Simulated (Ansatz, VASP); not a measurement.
**Cu in VASP and in Ansatz**

Contents of POSCAR:

```
Cu
1.0
    0.0000000000      1.7830713297      1.7830713297
    1.7830713297      0.0000000000      1.7830713297
    1.7830713297      1.7830713297      0.0000000000
Cu
1
Direct
    0.0000000000      0.0000000000      0.0000000000
```

Contents of INCAR.step1:

```
SYSTEM = Cu
PREC = Accurate
ENCUT = 520
EDIFF = 1E-5
ISMEAR = -1
SIGMA = 0.05
LREAL = .False.
LASPH = .True.
NELM = 60
ALGO = Normal
ISIF = 2
LWAVE = .True.
LCHARG = .False.
GGA = PE
NBANDS = 12
```

Contents of INCAR.step2:

```
SYSTEM = Cu
PREC = Accurate
ENCUT = 520
EDIFF = 1E-6
ISMEAR = -1
SIGMA = 0.05
LREAL = .False.
LASPH = .True.
NELM = 60
ALGO = Normal
ISIF = 2
LWAVE = .False.
LCHARG = .False.
METAGGA = R2SCAN
LHFCALC = .True.
AEXX = 0.25
LMIXTAU = .True.
PRECFOCK = Normal
ISTART = 1
NBANDS = 12
```

Contents of KPOINTS:

```
Automatic mesh
0
Gamma
  7 7 7
  0 0 0
```

input.yaml

```yaml
crystal:
  lattice:
    - [0.0, 1.7830713297, 1.7830713297]
    - [1.7830713297, 0.0, 1.7830713297]
    - [1.7830713297, 1.7830713297, 0.0]
  atoms:
    - { symbol: Cu, position: [0.0, 0.0, 0.0] }
hamiltonian:
  xc: r2scan0
  pseudopotentials: { kind: paw }
kpoints:
  mp_grid: { grid: [7, 7, 7] }
scf:
  occupations: { method: fermi_dirac, width: 0.05 }
output:
  forces: true
  stress: true
  eigenvalues: true
```

Alike in both runs: task single point; functional r2SCAN0; k mesh 7 × 7 × 7; occupations fermi-dirac, width 0.05 eV; no spin polarisation.

|  | VASP | Ansatz |
| --- | --- | --- |
| version | VASP 6.6.1 | Ansatz 0.2.0 |
| potentials or method | VASP PAW PBE potentials, release 64 (Cu) | Ansatz PAW |
| plane-wave cutoff (eV) | 520 | 500 |
| valence electrons in the cell | 11 | 19 |

VASP gave:

| Property | Result |
| --- | --- |
| gap on the k mesh at the Fermi level (eV) | none |
| pressure (GPa) | 3.8 |

Task: Which values does Ansatz return?

Result: gap on the k mesh at the Fermi level (eV): none; pressure (GPa): 3.5.

VASP's potentials were made for PBE, not for r2SCAN0. A gap of «none» marks a metal or a gap that the smearing closes. VASP's potentials hold 11 valence electrons a cell and Ansatz's 19, so a difference there can come from the potentials and not from the codes.

The k mesh is coarse, so the values compare programs but aren't converged.
